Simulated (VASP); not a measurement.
# GaN (F-43m) in VASP: a series of runs, part 2 of 2

VASP 6.6.1.

### Step 5. Relaxation of cell and atoms, PBEsol

This run uses another cell than the first one, of 11.44 Å³/atom, 1.006 times its volume.

File INCAR:

```
SYSTEM = GaN
ALGO = Normal
EDIFF = 1E-7
EDIFFG = -0.01
ENCUT = 600
GGA = PS
IBRION = 2
ISIF = 3
ISMEAR = -1
LASPH = .TRUE.
LCHARG = .FALSE.
LREAL = .FALSE.
LWAVE = .FALSE.
NELM = 100
NSW = 100
PREC = Accurate
SIGMA = 0.03
```

File KPOINTS:

```
k-points
0
G
  8 8 8
  0 0 0
```

File POSCAR:

```
GaN
1.0
    0.0000000000      2.2535006075      2.2535006075
    2.2535006075      0.0000000000      2.2535006075
    2.2535006075      2.2535006075      0.0000000000
Ga N
1 1
Direct
    0.0000000000      0.0000000000      0.0000000000
    0.7500000000      0.7500000000      0.7500000000
```

Command:

```
$ cat potpaw_PBE.64/Ga_d/POTCAR potpaw_PBE.64/N/POTCAR > POTCAR
$ mpirun -np 1 vasp_std > vasp.out
```

Run time: 25 s. Hardware: 1 thread of Intel Xeon Platinum 8488C (Sapphire Rapids), shared host; peak memory 0.17 GiB.

Results (log left out):

```
Free energy                            : -13.1241 eV
Relaxed volume                         : 11.35 Å³/atom
Relaxed cell                           : a = 3.178 Å, b = 3.178 Å, c = 3.178 Å, α = 60.00°, β = 60.00°, γ = 60.00°
Space group after relaxing (to 0.05 Å) : F-43m (No. 216)
Energy gained by relaxing              : 0.4 meV/atom
Ionic steps                            : 5
Pressure after relaxing                : 0.1 GPa
Band gap on the k mesh                 : 1.74 eV, direct
```

The path:
| step | energy change (eV) | largest force (eV/Å) | pressure (GPa) | volume (Å³) |
| --- | --- | --- | --- | --- |
| 1 | 0.0000 | 0.0000 | -1.51 | 22.89 |
| 2 | -0.0001 | 0.0000 | 1.45 | 22.53 |
| 3 | -0.0009 | 0.0000 | -0.17 | 22.71 |
| 4 | -0.0008 | 0.0000 | 0.17 | 22.69 |
| 5 | -0.0009 | 0.0000 | 0.06 | 22.70 |

Final structure:
```yaml
crystal:
  lattice:
    - [0.00000, 2.24721, 2.24721]
    - [2.24721, 0.00000, 2.24721]
    - [2.24721, 2.24721, 0.00000]
  atoms:
    - { symbol: Ga, position: [0.00000, 0.00000, 0.00000] }
    - { symbol: N, position: [0.75000, 0.75000, 0.75000] }
```

Levels at points of the mesh, in eV from the valence-band top:
| k point | band 7 | band 8 | band 9 | band 10 | band 11 | band 12 |
| --- | --- | --- | --- | --- | --- | --- |
| (0.00, 0.00, 0.00) | 0.00 | 0.00 | 0.00 | 1.74 | 10.25 | 10.25 |
| (0.50, 0.00, 0.00) | -7.17 | -0.99 | -0.99 | 4.62 | 8.67 | 10.31 |
| (0.50, 0.50, 0.00) | -6.22 | -2.76 | -2.76 | 3.23 | 6.61 | 11.63 |

Caveat: the PAW data sets were made with another functional, which shifts forces and pressure a little.

### Step 6. Relaxation of cell and atoms, r2SCAN+rVV10

File POSCAR:

```
GaN
1.0
    0.0000000000      2.2490896856      2.2490896856
    2.2490896856      0.0000000000      2.2490896856
    2.2490896856      2.2490896856      0.0000000000
Ga N
1 1
Direct
    0.0000000000      0.0000000000      0.0000000000
    0.7500000000      0.7500000000      0.7500000000
```

File INCAR.step1:

```
PREC     = Accurate       # precision mode
ENCUT    = 600            # plane-wave cutoff, eV
ISMEAR   = -1             # smearing method
SIGMA    = 0.03           # smearing width, eV
LREAL    = F              # projectors in reciprocal space
LASPH    = T              # aspherical terms in the spheres
NELM     = 60             # most SCF steps
GGA      = PE             # functional
ALGO     = Normal         # electronic algorithm
EDIFF    = 1E-4           # SCF threshold, eV
LWAVE    = T              # write WAVECAR
LCHARG   = F              # write CHGCAR
```

File INCAR.step2:

```
PREC     = Accurate       # precision mode
ENCUT    = 600            # plane-wave cutoff, eV
EDIFF    = 1E-6           # SCF threshold, eV
ISMEAR   = -1             # smearing method
SIGMA    = 0.03           # smearing width, eV
LREAL    = F              # projectors in reciprocal space
LASPH    = T              # aspherical terms in the spheres
NELM     = 60             # most SCF steps
ALGO     = Normal         # electronic algorithm
ISIF     = 3              # what is computed and relaxed
LWAVE    = F              # write WAVECAR
LCHARG   = F              # write CHGCAR
METAGGA  = R2SCAN         # meta-GGA
LMIXTAU  = T            
LUSE_VDW = T            
IVDW_NL  = 2            
BPARAM   = 11.95        
CPARAM   = 0.0093       
IBRION   = 2              # ionic algorithm
NSW      = 100            # ionic steps
EDIFFG   = -0.01          # ionic threshold
ISTART   = 1
```

File KPOINTS:

```
Automatic mesh
0
Gamma
  8 8 8
```

Potentials or basis: VASP PAW PBE potentials, release 64 (Ga_d, N).

Command:

```
$ cat potpaw_PBE.64/Ga_d/POTCAR potpaw_PBE.64/N/POTCAR > POTCAR
$ cp INCAR.step1 INCAR
$ mpirun -np 1 vasp_std > vasp.out
$ cp INCAR.step2 INCAR
$ mpirun -np 1 vasp_std > vasp.out
```

Wall time 2.2 min (1 thread of Intel Xeon Platinum 8488C (Sapphire Rapids), shared host); peak memory 0.28 GiB.

The run converged. Its results:

| Property | Result |
| --- | --- |
| Free energy | -21.4024 eV |
| Relaxed volume | 11.36 Å³/atom |
| Relaxed cell | a = 3.179 Å, b = 3.179 Å, c = 3.179 Å, α = 60.00°, β = 60.00°, γ = 60.00° |
| Space group after relaxing (to 0.05 Å) | F-43m (No. 216) |
| Energy gained by relaxing | 0.0 meV/atom |
| Ionic steps | 3 |
| Pressure after relaxing | 0.0 GPa |
| Band gap on the k mesh | 2.13 eV, direct |

Final structure:
```
Ga N
1.0
     0.00000    2.24815    2.24815
     2.24815    0.00000    2.24815
     2.24815    2.24815    0.00000
Ga N
1 1
Direct
  0.00000 0.00000 0.00000
  0.75000 0.75000 0.75000
```

Levels at points of the mesh, in eV from the valence-band top:
| k point | band 5 | band 6 | band 7 | band 8 | band 9 | band 10 | band 11 | band 12 | band 13 |
| --- | --- | --- | --- | --- | --- | --- | --- | --- | --- |
| (0.00, 0.00, 0.00) | -13.46 | -13.46 | 0.00 | 0.00 | 0.00 | 2.13 | 11.03 | 11.03 | 11.03 |
| (0.50, 0.00, 0.00) | -13.41 | -12.34 | -7.22 | -1.01 | -1.01 | 5.18 | 9.44 | 11.01 | 11.01 |
| (0.50, 0.50, 0.00) | -13.38 | -11.96 | -6.26 | -2.82 | -2.82 | 3.72 | 7.26 | 12.58 | 15.00 |

Caveat: the PAW data sets were made with another functional, which shifts forces and pressure a little. r2SCAN opens gaps a little over a GGA but as a rule still falls short of measured ones.

### Step 7. Overview

| task | level | cell | k mesh | cutoff (eV) | gap on the mesh (eV) | pressure (GPa) | relaxed volume (Å³/atom) |
| --- | --- | --- | --- | --- | --- | --- | --- |
| single point | PBEsol | a = 3.181 Å, angles 60.0°, 2 atoms | 8 × 8 × 8 | 520 | 1.72 | -0.2 | - |
| single point | r2SCAN+rVV10 | a = 3.174 Å, angles 60.0°, 2 atoms | 8 × 8 × 8 | 520 | 2.17 | 1.2 | - |
| single point | r2SCAN+rVV10 | a = 3.174 Å, angles 60.0°, 2 atoms | 10 × 10 × 10 | 520 | 2.17 | 1.0 | - |
| relaxation of cell and atoms | PBEsol | relaxed from a = 3.187 Å, angles 60.0°, 2 atoms | 8 × 8 × 8 | 600 | 1.74 | 0.1 | 11.35 |
| relaxation of cell and atoms | r2SCAN+rVV10 | relaxed from a = 3.181 Å, angles 60.0°, 2 atoms | 8 × 8 × 8 | 600 | 2.13 | 0.0 | 11.36 |

Alike in all rows: potentials or basis VASP PAW PBE potentials, release 64 (Ga_d, N); no spin polarisation; smearing fermi-dirac 0.03 eV.

Caveats: the PAW data sets were made with another functional, which shifts forces and pressure a little.

Absolute energies hang on the potentials; compare differences alone.
